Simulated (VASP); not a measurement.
The system is B10Pt.

```
CELL_PARAMETERS angstrom
4.56868 0.00000 0.00000
0.00000 4.56868 0.00000
0.00000 0.00000 4.36760
ATOMIC_POSITIONS crystal
B 0.20903 0.20903 0.14620
B 0.79097 0.79097 0.14620
B 0.79097 0.20903 0.14620
B 0.20903 0.79097 0.14620
B 0.79097 0.20903 0.85380
B 0.20903 0.79097 0.85380
B 0.20903 0.20903 0.85380
B 0.79097 0.79097 0.85380
B 0.50000 0.50000 0.50000
B 0.00000 0.00000 0.50000
Pt 0.50000 0.50000 0.00000
```

The cell was built from a structure type or drawn by symmetry, and may not be a known phase.

```yaml
Program: VASP 6.6.1
Task: relaxation of cell and atoms
Functional: PBE
Potentials_or_basis: VASP PAW PBE potentials, release 64 (B, Pt)
Cutoff: 600 eV
k_mesh: 4 × 4 × 4
Occupations: gaussian, width 0.1 eV
Spin: no spin polarisation
```

At the start: pressure 66.3 GPa; volume 8.29 Å³/atom.

Question: Where does the relaxation end?

Answer: Over 16 steps the energy falls by 1383.0 meV/atom and the volume is 8.39 Å³/atom (+1.2 %); space group P4/mmm (No. 123, to 0.1 Å) before and after.

The path:
```
step  energy change (eV)  largest force (eV/Å)  pressure (GPa)  volume (Å³)
   1              0.0000               19.0660           66.32        91.16
   2              0.4048                7.2195            9.02       141.98
   3             -4.2113                4.4156           -5.16       132.68
   4             -6.3652                3.2809          -12.25       127.25
   5            -12.2283                0.8894          -25.16       108.46
   6            -14.1958                1.1809          -18.44        99.63
   7            -14.2103                2.2875           -6.13        95.35
   8            -14.3716                1.6936          -13.58        97.53
   9            -14.3718                1.7471          -13.07        97.35
  10            -15.0895                0.7067            6.85        89.64
  11            -15.1546                0.1283            1.53        91.23
  12            -15.2090                0.0833            0.80        91.72
  13            -15.2094                0.0860            0.76        91.76
  14            -15.2120                0.0472           -0.06        92.21
  15            -15.2121                0.0451           -0.28        92.32
  16            -15.2126                0.0114            0.05        92.26
```

Final structure:
```cif
data_structure
_symmetry_space_group_name_H-M 'P 1'
_symmetry_Int_Tables_number 1
_cell_length_a 4.6080
_cell_length_b 4.6080
_cell_length_c 4.3447
_cell_angle_alpha 90.000
_cell_angle_beta 90.000
_cell_angle_gamma 90.000
_cell_volume 92.26
loop_
_atom_site_label
_atom_site_type_symbol
_atom_site_fract_x
_atom_site_fract_y
_atom_site_fract_z
_atom_site_occupancy
B1 B 0.19308 0.19308 0.20866 1
B2 B 0.80692 0.80692 0.20866 1
B3 B 0.80692 0.19308 0.20866 1
B4 B 0.19308 0.80692 0.20866 1
B5 B 0.80692 0.19308 0.79134 1
B6 B 0.19308 0.80692 0.79134 1
B7 B 0.19308 0.19308 0.79134 1
B8 B 0.80692 0.80692 0.79134 1
B9 B 0.50000 0.50000 0.50000 1
B10 B 0.00000 0.00000 0.50000 1
Pt1 Pt 0.50000 0.50000 0.00000 1
```
